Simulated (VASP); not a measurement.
# Rb (Pm-3m) in VASP: further runs, part 2 of 2

VASP 6.6.1. Earlier steps stand in the parts before.

**4. Single point, BLYP (118.30 Å³/atom)**

This run uses another cell than the first one, of 118.30 Å³/atom.

The input, INCAR:

```
SYSTEM = Rb
PREC     = Accurate       ! precision mode
ENCUT    = 520            ! plane-wave cutoff, eV
EDIFF    = 1E-6           ! SCF threshold, eV
ISMEAR   = -1             ! smearing method
SIGMA    = 0.1            ! smearing width, eV
LREAL    = .FALSE.        ! projectors in reciprocal space
LASPH    = .TRUE.         ! aspherical terms in the spheres
NELM     = 60             ! most SCF steps
ALGO     = Normal         ! electronic algorithm
ISIF     = 2              ! what is computed and relaxed
LWAVE    = .FALSE.        ! write WAVECAR
LCHARG   = .FALSE.        ! write CHGCAR
GGA      = B5             ! functional
ALDAX    = 1.0          
AGGAX    = 1.0          
AGGAC    = 1.0          
ALDAC    = 0.0          
NBANDS   = 10             ! bands
```

The input, KPOINTS:

```
regular mesh
0
G
  8 8 8
  0 0 0
```

The input, POSCAR:

```
Rb
1.0
    4.9089777161      0.0000000000      0.0000000000
    0.0000000000      4.9089777161      0.0000000000
    0.0000000000      0.0000000000      4.9089777161
Rb
1
Direct
    0.0000000000      0.0000000000      0.0000000000
```

Potentials or basis: VASP PAW PBE potentials, release 64 (Rb_sv).

The run is started by

```sh
$ cat potpaw_PBE.64/Rb_sv/POTCAR > POTCAR
$ mpirun -np 1 vasp_std > vasp.out
```

OUTCAR:

```text
SYSTEM = Rb
   PREC = Accurate
   ENCUT = 520
   EDIFF = 1E-6
   ISMEAR = -1
   LREAL = .FALSE.
   LASPH = .TRUE.
   NELM = 60
   ISIF = 2
   GGA = B5

 ion  position               nearest neighbor table
   1  0.000  0.000  0.000-

  LATTYP: Found a simple cubic cell.
 ALAT       =     4.9089777161

  Lattice vectors:

 A1 = (   4.9089777161,   0.0000000000,   0.0000000000)
 A2 = (   0.0000000000,   4.9089777161,   0.0000000000)
 A3 = (   0.0000000000,   0.0000000000,   4.9089777161)

[... 481 lines left out ...]
      2     -13.4191      2.00000
      3     -13.4087      2.00000
      4     -13.3593      2.00000
      5       0.8300      0.00017
      6       0.9500      0.00005
      7       2.0756      0.00000
      8       2.2419      0.00000
      9       3.7407      0.00000
     10       3.7808      0.00000

 [... further k-points ...]
[... 5 lines left out ...]
  --------------------------------------------------------------------------------------
  -------------------------------------------------------------------------------------
  Total       -0.0643376     -0.0643376     -0.0643376     -0.0000000     -0.0000000     -0.0000000
  in kB       -0.8713700     -0.8713700     -0.8713700     -0.0000000     -0.0000000     -0.0000000
  external PRESSURE =      -0.8713700 kB  Pullay stress =       0.0000000 kB

 VOLUME and BASIS-vectors are now :
 -----------------------------------------------------------------------------
  energy-cutoff  :      520.00
  volume of cell :      118.30
      direct lattice vectors                 reciprocal lattice vectors
     4.908977716  0.000000000  0.000000000     0.203708401  0.000000000  0.000000000
     0.000000000  4.908977716  0.000000000     0.000000000  0.203708401  0.000000000
     0.000000000  0.000000000  4.908977716     0.000000000  0.000000000  0.203708401

 POSITION                                       TOTAL-FORCE (eV/Angst)
 -----------------------------------------------------------------------------------
      0.00000      0.00000      0.00000         0.000000      0.000000      0.000000
 -----------------------------------------------------------------------------------
    total drift:                               -0.000000     -0.000000      0.000000

  FREE ENERGIE OF THE ION-ELECTRON SYSTEM (eV)
  ---------------------------------------------------
  free  energy   TOTEN  =        -0.5542094006 eV

  energy  without entropy=       -0.5243770710  energy(sigma->0) =       -0.53929324
```

stdout:

```text
POSCAR found type information on POSCAR Rb
 POSCAR found :  1 types and       1 ions
 scaLAPACK will be used
 -----------------------------------------------------------------------------
|                                                                             |
|                                                                             |
|     You enforced a specific xc type in the INCAR file but a different       |
|     I HOPE YOU KNOW WHAT YOU ARE DOING!                                     |
|                                                                             |
 -----------------------------------------------------------------------------

 LDA part: xc-table for (Slater(with rela. corr.)+VWN5), standard interpolation
 POSCAR, INCAR and KPOINTS ok, starting setup
 FFT: planning ... GRIDC
 FFT: planning ... GRID_SOFT
 FFT: planning ... GRID
 WAVECAR not read
 entering main loop
```

Wall time 1.7 min (1 thread of Intel Xeon 8259CL, shared host); peak memory 0.24 GiB.

Results:

```
Free energy            : -0.5542 eV
Pressure               : -0.1 GPa
Band gap on the k mesh : zero (an odd number of electrons rules out a gap without spin polarisation)
```

Caveat: the PAW data sets were made with another functional, which shifts forces and pressure a little.

**5. Single point, BLYP (122.68 Å³/atom)**

This run uses another cell than the first one, of 122.68 Å³/atom.

The input, INCAR:

```
SYSTEM = Rb
  PREC = Accurate
  ENCUT = 520
  EDIFF = 1E-6
  ISMEAR = -1
  SIGMA = 0.1
  LREAL = .False.
  LASPH = .True.
  NELM = 60
  ALGO = Normal
  ISIF = 2
  LWAVE = .False.
  LCHARG = .False.
  GGA = B5
  ALDAX = 1.0
  AGGAX = 1.0
  AGGAC = 1.0
  ALDAC = 0.0
  NBANDS = 10
```

The input, KPOINTS:

```
regular mesh
0
Gamma
  8 8 8
  0 0 0
```

The input, POSCAR:

```
Rb
1.0
    4.9688491986      0.0000000000      0.0000000000
    0.0000000000      4.9688491986      0.0000000000
    0.0000000000      0.0000000000      4.9688491986
Rb
1
Direct
    0.0000000000      0.0000000000      0.0000000000
```

The run is started by

```sh
$ cat potpaw_PBE.64/Rb_sv/POTCAR > POTCAR
$ mpirun -np 1 vasp_std > vasp.out
```

It took 1.8 min on 1 thread of Intel Xeon 8259CL, shared host; peak memory 0.24 GiB.

Results (log left out):

```
Free energy            : -0.5514 eV
Pressure               : -0.1 GPa
Band gap on the k mesh : zero (an odd number of electrons rules out a gap without spin polarisation)
```

Levels at points of the mesh, in eV from the Fermi level:
```
           k point  band 2  band 3  band 4  band 5  band 6  band 7
(0.00, 0.00, 0.00)  -13.26  -13.26  -13.26   -1.56    2.19    2.19
(0.50, 0.00, 0.00)  -13.32  -13.26  -13.26   -0.25    0.55    2.62
(0.50, 0.50, 0.00)  -13.32  -13.32  -13.25    1.19    1.20    1.85
(0.50, 0.50, 0.50)  -13.31  -13.31  -13.31    1.90    1.90    1.90
```

Caveat: the PAW data sets were made with another functional, which shifts forces and pressure a little.

**6. Single point, BLYP**

The input, INCAR:

```
SYSTEM = Rb
PREC = Accurate
ENCUT = 520
EDIFF = 1E-7
ISMEAR = -1
SIGMA = 0.1
LREAL = .False.
LASPH = .True.
NELM = 80
ALGO = Normal
ISIF = 2
LWAVE = .False.
LCHARG = .True.
GGA = B5
ALDAX = 1.0
AGGAX = 1.0
AGGAC = 1.0
ALDAC = 0.0
LELF = .True.
LVHAR = .True.
NBANDS = 10
```

The input, KPOINTS:

```
regular mesh
0
Gamma
  11 11 11
  0 0 0
```

The input, POSCAR:

```
Rb
1.0
    4.7846459728      0.0000000000      0.0000000000
    0.0000000000      4.7846459728      0.0000000000
    0.0000000000      0.0000000000      4.7846459728
Rb
1
Direct
    0.0000000000      0.0000000000      0.0000000000
```

Potentials or basis: VASP PAW PBE potentials, release 64 (Rb_sv).

The run is started by

```sh
$ cat potpaw_PBE.64/Rb_sv/POTCAR > POTCAR
$ mpirun -np 1 vasp_std > vasp.out
```

OUTCAR:

```text
SYSTEM = Rb
   PREC = Accurate
   ENCUT = 520
   EDIFF = 1E-7
   ISMEAR = -1
   LREAL = .False.
   LASPH = .True.
   NELM = 80
   ISIF = 2
   GGA = B5

 ion  position               nearest neighbor table
   1  0.000  0.000  0.000-

  LATTYP: Found a simple cubic cell.
 ALAT       =     4.7846459728

  Lattice vectors:

 A1 = (   4.7846459728,   0.0000000000,   0.0000000000)
 A2 = (   0.0000000000,   4.7846459728,   0.0000000000)
 A3 = (   0.0000000000,   0.0000000000,   4.7846459728)

Analysis of symmetry for initial positions (statically):
=====================================================================
 Subroutine PRICEL returns:
 Original cell was already a primitive cell.

 Routine SETGRP: Setting up the symmetry group for a
 simple cubic supercell.

 Subroutine GETGRP returns: Found 48 space group operations
 (whereof 48 operations were pure point group operations)
 out of a pool of 48 trial point group operations.

The static configuration has the point symmetry O_h .

Analysis of symmetry for dynamics (positions and initial velocities):
=====================================================================
 Subroutine PRICEL returns:
 Original cell was already a primitive cell.

 Routine SETGRP: Setting up the symmetry group for a
 simple cubic supercell.

 Subroutine GETGRP returns: Found 48 space group operations
 (whereof 48 operations were pure point group operations)
 out of a pool of 48 trial point group operations.

The dynamic configuration has the point symmetry O_h .

 Subroutine INISYM returns: Found 48 space group operations
 (whereof 48 operations are pure point group operations),
 and found     1 'primitive' translations

----------------------------------------------------------------------------------------

                                     Primitive cell

  volume of cell :     109.5341

  direct lattice vectors                    reciprocal lattice vectors
     4.784645973  0.000000000  0.000000000     0.209001879  0.000000000  0.000000000
     0.000000000  4.784645973  0.000000000     0.000000000  0.209001879  0.000000000
     0.000000000  0.000000000  4.784645973     0.000000000  0.000000000  0.209001879

  length of vectors
     4.784645973  4.784645973  4.784645973     0.209001879  0.209001879  0.209001879

  position of ions in fractional coordinates (direct lattice)
     0.000000000  0.000000000  0.000000000

  ion indices of the primitive-cell ions
   primitive index   ion index
                 1           1

----------------------------------------------------------------------------------------

 KPOINTS: regular mesh

Automatic generation of k-mesh.
 Grid dimensions read from file:
 generate k-points for:   11   11   11

 Generating k-lattice:

  Cartesian coordinates                     Fractional coordinates (reciprocal lattice)
     0.019000171  0.000000000  0.000000000     0.090909091  0.000000000  0.000000000
     0.000000000  0.019000171  0.000000000     0.000000000  0.090909091  0.000000000
     0.000000000  0.000000000  0.019000171     0.000000000  0.000000000  0.090909091

  Length of vectors
     0.019000171  0.019000171  0.019000171

  Shift w.r.t. Gamma in fractional coordinates (k-lattice)
     0.000000000  0.000000000  0.000000000

 Subroutine IBZKPT returns following result:
 ===========================================

 Found     56 irreducible k-points:

 Following reciprocal coordinates:
            Coordinates               Weight
  0.000000  0.000000  0.000000      1.000000
  0.090909  0.000000  0.000000      6.000000
  0.181818  0.000000  0.000000      6.000000
  0.272727  0.000000  0.000000      6.000000
  0.363636  0.000000  0.000000      6.000000
  0.454545  0.000000  0.000000      6.000000
[... 16 lines left out ...]
  0.181818  0.090909  0.090909     24.000000
  0.272727  0.090909  0.090909     24.000000
 [... further k-points ...]
   k-points           NKPTS =     56   k-points in BZ     NKDIM =     56   number of bands    NBANDS=     10
   number of dos      NEDOS =    301   number of ions     NIONS =      1
   total plane-waves  NPLWV =  46656
   dimension x,y,z NGX =    36 NGY =   36 NGZ =   36
   dimension x,y,z NGXF=    72 NGYF=   72 NGZF=   72
   ions per type =               1
   NGX,Y,Z   is equivalent  to a cutoff of  12.51, 12.51, 12.51 a.u.
   NGXF,Y,Z  is equivalent  to a cutoff of  25.02, 25.02, 25.02 a.u.
 SYSTEM =  Rb
   PREC   = accura    normal or accurate (medium, high low for compatibility)
   ISTART =      0    job   : 0-new  1-cont  2-samecut
   ICHARG =      2    charge: 1-file 2-atom 10-const
   ISPIN  =      1    spin polarized calculation?
   LNONCOLLINEAR =      F non collinear calculations
   LSORBIT =      F    spin-orbit coupling
   LASPH  =      T    aspherical Exc in radial PAW
   ENCUT  =  520.0 eV  38.22 Ry    6.18 a.u.   8.90  8.90  8.90*2*pi/ulx,y,z
   NELM   =     80;   NELMIN=  2; NELMDL= -5     # of ELM steps
   EDIFF  = 0.1E-06   stopping-criterion for ELM
   LREAL  =      F    real-space projection
   EDIFFG = 0.1E-05   stopping-criterion for IOM
   NSW    =      0    number of steps for IOM
   IBRION =     -1    ionic relax: 0-MD 1-quasi-New 2-CG
   NFREE  =      0    steps in history (QN), initial steepest desc. (CG)
   ISIF   =      2    stress and relaxation
   ISYM   =      2    0-nonsym 1-usesym 2-fastsym
   POTIM  = 0.5000    time-step for ionic-motion
   TEBEG  =    0.0;   TEEND  =   0.0 temperature during run
   PSTRESS=    0.0 pullay stress
   NELECT =       9.0000    total number of electrons
   NUPDOWN=      -1.0000    fix difference up-down
   EMIN   =  10.00;   EMAX   =-10.00  energy-range for DOS
   EFERMI =   0.00;   METHOD = LEGACY
   ISMEAR =    -1;   SIGMA  =   0.10  broadening in eV -4-tet -1-fermi 0-gaus
   EFERMI_NEDOS =   21; number of points for ismear=-14 and -15
   IALGO  =     38    algorithm
   IMIX   =      4    mixing-type and parameters
     AMIX     =   0.40;   BMIX     =  1.00
     AMIX_MAG =   1.60;   BMIX_MAG =  1.00
  volume/ion in A,a.u.               =     109.53       739.17
  Fermi-wavevector in a.u.,A,eV,Ry     =   0.711715  1.344946  6.891863  0.506538
  Thomas-Fermi vector in A             =   1.798899
   LORBIT       =      0    0 simple, 1 ext, 2 COOP (PROOUT), +10 PAW based schemes
   GGA     = B5    functional components
   LHFCALC =     F    Hartree Fock is set to
   AEXX    =    0.0000 exact exchange contribution
   IVDW    =     0    specifies the selected vdW correction
   LEPSILON=     F    determine dielectric tensor
   LRPA    =     F    only Hartree local field effects (RPA)
 non-spin polarized calculation
  energy-cutoff  :      520.00
  volume of cell :      109.53
 maximum number of plane-waves:      2971
 NGX is ok and might be reduce to    36
   NGX = 17   NGY = 17   NGZ = 17

 number of electron       9.0000001 magnetization

 Free energy of the ion-electron system (eV)
  ---------------------------------------------------
  ext. energy  EPLUGINS =         0.00000000
  ---------------------------------------------------
  free energy    TOTEN  =        -0.55563051 eV

  energy without entropy =       -0.52623127  energy(sigma->0) =       -0.54093089

 E-fermi :   0.0510     XC(G=0):  -4.5743

 val. band max:        0.0476562729   @ k =   0.4545   0.1818   0.0909
 cond. band min:       0.1010034210   @ k =   0.3636   0.2727   0.1818
 fundamental gap:      0.0533471481
 Fermi energy:         0.0510214234

 k-point     1 :       0.0000    0.0000    0.0000
  band No.  band energies     occupation
      1     -29.0911      2.00000
      2     -13.1881      2.00000
      3     -13.1881      2.00000
      4     -13.1881      2.00000
      5      -1.6630      2.00000
      6       2.2345      0.00000
      7       2.2345      0.00000
      8       5.3119      0.00000
      9       5.3191      0.00000
     10       5.3393      0.00000

 k-point     2 :       0.0909    0.0000    0.0000
  band No.  band energies     occupation
      1     -29.0908      2.00000
      2     -13.1951      2.00000
      3     -13.1876      2.00000
      4     -13.1876      2.00000
      5      -1.5967      2.00000
      6       2.2012      0.00000
      7       2.2647      0.00000
      8       4.9008      0.00000
      9       4.9008      0.00000
     10       5.1011      0.00000
[... 274 lines left out ...]
 k-point    24 :       0.2727    0.0909    0.0909
  band No.  band energies     occupation
      1     -29.0891      2.00000
      2     -13.2364      2.00000
      3     -13.1905      2.00000
      4     -13.1900      2.00000
      5      -0.9638      1.99992
      6       1.7511      0.00000
      7       2.4615      0.00000
      8       3.8035      0.00000
      9       4.0216      0.00000
     10       4.9666      0.00000

 [... further k-points ...]
[... 5 lines left out ...]
  --------------------------------------------------------------------------------------
  -------------------------------------------------------------------------------------
  Total        0.0088884      0.0088884      0.0088884      0.0000000      0.0000000      0.0000000
  in kB        0.1300120      0.1300120      0.1300120      0.0000000      0.0000000      0.0000000
  external PRESSURE =       0.1300120 kB  Pullay stress =       0.0000000 kB

 VOLUME and BASIS-vectors are now :
 -----------------------------------------------------------------------------
  energy-cutoff  :      520.00
  volume of cell :      109.53
      direct lattice vectors                 reciprocal lattice vectors
     4.784645973  0.000000000  0.000000000     0.209001879  0.000000000  0.000000000
     0.000000000  4.784645973  0.000000000     0.000000000  0.209001879  0.000000000
     0.000000000  0.000000000  4.784645973     0.000000000  0.000000000  0.209001879

 POSITION                                       TOTAL-FORCE (eV/Angst)
 -----------------------------------------------------------------------------------
      0.00000      0.00000      0.00000         0.000000      0.000000      0.000000
 -----------------------------------------------------------------------------------
    total drift:                                0.000000      0.000000     -0.000000

  FREE ENERGIE OF THE ION-ELECTRON SYSTEM (eV)
  ---------------------------------------------------
  free  energy   TOTEN  =        -0.5556305095 eV

  energy  without entropy=       -0.5262312739  energy(sigma->0) =       -0.54093089
```

stdout:

```text
POSCAR found type information on POSCAR Rb
 POSCAR found :  1 types and       1 ions
 scaLAPACK will be used
 -----------------------------------------------------------------------------
|                                                                             |
|                                                                             |
|     You enforced a specific xc type in the INCAR file but a different       |
|     I HOPE YOU KNOW WHAT YOU ARE DOING!                                     |
|                                                                             |
 -----------------------------------------------------------------------------

 LDA part: xc-table for (Slater(with rela. corr.)+VWN5), standard interpolation
 POSCAR, INCAR and KPOINTS ok, starting setup
 FFT: planning ... GRIDC
 FFT: planning ... GRID_SOFT
 FFT: planning ... GRID
 WAVECAR not read
 entering main loop
```

Run time: 2 min. Hardware: 1 thread of Intel Xeon 8259CL, shared host; peak memory 0.22 GiB.

What came out:

```yaml
Free_energy: -0.5556 eV
Pressure: 0.0 GPa
Band_gap_on_the_k_mesh: zero (an odd number of electrons rules out a gap without spin polarisation)
```

Levels at points of the mesh, in eV from the Fermi level:
```tsv
k point	band 2	band 3	band 4	band 5	band 6	band 7	band 8	band 9
(0.00, 0.00, 0.00)	-13.24	-13.24	-13.24	-1.71	2.18	2.18	5.26	5.27
```

Caveat: the PAW data sets were made with another functional, which shifts forces and pressure a little.

**7. Summary**

```tsv
cell	k mesh	gap on the mesh (eV)	pressure (GPa)
a = 4.785 Å, 1 atom	8 × 8 × 8	none	0.0
a = 4.848 Å, 1 atom	8 × 8 × 8	none	0.0
a = 4.909 Å, 1 atom	8 × 8 × 8	none	-0.1
a = 4.969 Å, 1 atom	8 × 8 × 8	none	-0.1
a = 4.785 Å, 1 atom	11 × 11 × 11	none	0.0
```

Alike in all rows: task single point; level BLYP; potentials or basis VASP PAW PBE potentials, release 64 (Rb_sv); no spin polarisation; cutoff (eV) 520; smearing fermi-dirac 0.1 eV.

Caveats: the PAW data sets were made with another functional, which shifts forces and pressure a little.

Total energies depend on the potentials used, so only differences within one code and one set of settings carry meaning.

The gap in the log of VASP goes by the Fermi energy; the results here count the filled bands.